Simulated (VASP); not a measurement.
A run of VASP 6.6.1:

The input INCAR:

```
SYSTEM = AlGa2N3
PREC = Accurate
ENCUT = 520
EDIFF = 1E-6
ISMEAR = 0
SIGMA = 0.02
LREAL = .FALSE.
LASPH = .TRUE.
NELM = 100
ALGO = Normal
ISIF = 2
LWAVE = .FALSE.
LCHARG = .FALSE.
GGA = PE
NBANDS = 31
```

Contents of KPOINTS:

```
regular mesh
0
G
  12 12 12
  0 0 0
```

The input POSCAR:

```
AlGa2N3
1.0
   -1.6079536106      1.6079536106      6.8036313114
    1.6079536106     -1.6079536106      6.8036313114
    1.6079536106      1.6079536106     -6.8036313114
Al Ga N
1 2 3
Direct
    0.5000000000      0.5000000000      0.0000000000
    0.8353592025      0.8353592025      0.0000000000
    0.1646407975      0.1646407975      0.0000000000
    0.4215121692      0.9215121692      0.5000000000
    0.0784878308      0.5784878308      0.5000000000
    0.7500000000      0.2500000000      0.5000000000
```

Potentials or basis: VASP PAW PBE potentials, release 64 (Al, Ga_d, N).

Run with:

```sh
$ cat potpaw_PBE.64/Al/POTCAR potpaw_PBE.64/Ga_d/POTCAR potpaw_PBE.64/N/POTCAR > POTCAR
$ mpirun -np 1 vasp_std > vasp.out
```

Hardware: 1 thread of Intel Xeon 8259CL (shared host).

How long does it take, and how much memory?

It took 38 min on 1 thread of Intel Xeon 8259CL (shared host), peak memory 0.59 GiB. Counts: scf iterations 15, k points 163.
